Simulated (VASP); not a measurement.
**Ta: single point with PBEsol**

Ta:

```
Ta
1.0
    -1.50390    1.50390    2.18517
     1.50390   -1.50390    2.18517
     1.50390    1.50390   -2.18517
Ta
1
Direct
  0.00000 0.00000 0.00000
```

* Program: VASP 6.6.1
* Task: single point
* Functional: PBEsol
* Potentials or basis: VASP PAW PBE potentials, release 64 (Ta_pv)
* Cutoff: 520 eV
* k mesh: 22 × 22 × 22
* Occupations: gaussian, width 0.15 eV
* Spin: no spin polarisation
* Dipole correction: no
* Further INCAR settings: ALGO = Fast; EDIFF = 1e-06; NBANDS = 12

| Property | Result |
| --- | --- |
| Pressure | -14.3 GPa |
| Band gap on the k mesh | zero (an odd number of electrons rules out a gap without spin polarisation) |

Stress tensor (GPa, compression positive):
```
-15.19   0.00   0.00
  0.00 -15.19   0.00
  0.00   0.00 -12.64
```

Levels at points of the mesh, in eV from the Fermi level:
```
           k point  band 3  band 4  band 5  band 6  band 7  band 8
(0.00, 0.00, 0.00)  -33.76   -7.91    0.24    0.57    0.57    2.99
(0.50, 0.00, 0.00)  -33.86   -4.41    0.07    0.43    0.56    5.32
(0.50, 0.50, 0.00)  -34.06   -4.09   -3.10    2.80    5.36    5.88
(0.50, 0.50, 0.50)  -34.05   -4.15   -3.05    2.34    5.42    6.05
```

Wall time 56 s on 1 thread of Intel(R) Xeon(R) 6975P-C (Granite Rapids), on a shared host, peak memory 0.29 GiB.

Caveat: the cell stands under tension; the PAW data sets were made with another functional, which shifts forces and pressure a little; spin-orbit coupling is left out, which moves the levels of the heavy elements.
